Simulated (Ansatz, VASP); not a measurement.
**Two plane-wave programs on CrSi8Mo3**

```xyz
12
Lattice="4.5097 0.0000 0.0000 0.0000 4.5097 0.0000 0.0000 0.0000 7.7969" Properties=species:S:1:pos:R:3 pbc="T T T"
Cr    0.0000    0.0000    3.8984
Si    0.0000    2.2548    5.1580
Si    0.0000    0.0000    1.3278
Si    2.2548    2.2548    1.2925
Si    2.2548    0.0000    5.1580
Si    0.0000    2.2548    2.6389
Si    0.0000    0.0000    6.4691
Si    2.2548    2.2548    6.5044
Si    2.2548    0.0000    2.6389
Mo    0.0000    2.2548    0.0000
Mo    2.2548    2.2548    3.8984
Mo    2.2548    0.0000    0.0000
```

Alike in both runs: functional PBE; k mesh 8 × 8 × 6; occupations gaussian, width 0.1 eV; no spin polarisation.

Ansatz relaxed the structure, and its values are those at the end. VASP's run is a single point on that final structure, the one shown.

```csv
,VASP,Ansatz
version,VASP 6.6.1,Ansatz 0.2.0
potentials or method,"VASP PAW PBE potentials, release 64 (Cr_pv, Si, Mo_sv), cutoff 520 eV","scalar-relativistic, plane waves, PAW"
valence electrons in the cell,86,88
```

Ansatz gave:

- gap on the k mesh at the Fermi level (eV): none
- pressure (GPa): 0.0

Problem. What did VASP give for the same quantities?

Solution. gap on the k mesh at the Fermi level (eV): none; pressure (GPa): 0.2.

A gap of «none» marks a metal or a gap that the smearing closes. VASP's potentials hold 86 valence electrons a cell and Ansatz's 88, so a difference there can come from the potentials and not from the codes.
